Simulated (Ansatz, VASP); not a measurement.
**Two plane-wave programs on NbSi**

```
Nb Si
1.0
     3.15644    0.00000    0.00000
     0.00000    3.15644    0.00000
     0.00000    0.00000    3.15644
Nb Si
1 1
Direct
  0.00000 0.00000 0.00000
  0.50000 0.50000 0.50000
```

Alike in both runs: task relaxation of cell and atoms; functional r2SCAN; k mesh 8 × 8 × 8; occupations fermi-dirac, width 0.05 eV; no spin polarisation; Hubbard terms Nb d U = 8.0 eV.

|  | VASP | Ansatz |
| --- | --- | --- |
| version | VASP 6.6.1 | Ansatz 0.2.0 |
| potentials or method | VASP PAW PBE potentials, release 64 (Nb_sv, Si) | Ansatz PAW |
| plane-wave cutoff (eV) | 600 | 500 |
| valence electrons in the cell | 17 | 17 |

Ansatz gave:

```
gap on the k mesh at the Fermi level, each at its own relaxed structure (eV) : none
relaxed volume (Å³/atom)                                                     : 17.03
relaxed cell length with the largest relative difference (Å)                 : 3.241
```

Estimate VASP's values.

gap on the k mesh at the Fermi level, each at its own relaxed structure (eV): none; relaxed volume (Å³/atom): 16.75; relaxed cell length with the largest relative difference (Å): 3.224.

VASP's potentials were made for PBE, not for r2SCAN. The programs project onto different local orbitals, so the same U acts differently, and such runs can settle in different states. A gap of «none» marks a metal or a gap that the smearing closes.

Noted on Ansatz's run: the plane-wave basis is chosen anew once the cell has moved, so the energies of steps on either side of that aren't comparable.
